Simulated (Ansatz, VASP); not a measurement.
# Two plane-wave programs on Mg

```
Mg
1.0
     0.00000    2.24426    2.24426
     2.24426    0.00000    2.24426
     2.24426    2.24426    0.00000
Mg
1
Cartesian
  0.0000 0.0000 0.0000
```

Alike in both runs: functional B3LYP; k mesh 7 × 7 × 7; occupations fermi-dirac, width 0.1 eV; no spin polarisation.

|  | VASP | Ansatz |
| --- | --- | --- |
| version | VASP 6.6.1 | Ansatz 0.2.0 |
| potentials or method | VASP PAW PBE potentials, release 64 (Mg) | SSSP efficiency PAW |
| plane-wave cutoff (eV) | 520 | 408 |
| valence electrons in the cell | 2 | 2 |
| task | single point | atomic charges |

```tsv
	VASP	Ansatz	Ansatz less VASP
gap on the k mesh at the Fermi level (eV)	none	none	-
pressure (GPa)	1.0	1.0	+0.05
```

VASP's potentials were made for PBE, not for B3LYP. A gap of «none» marks a metal or a gap that the smearing closes.
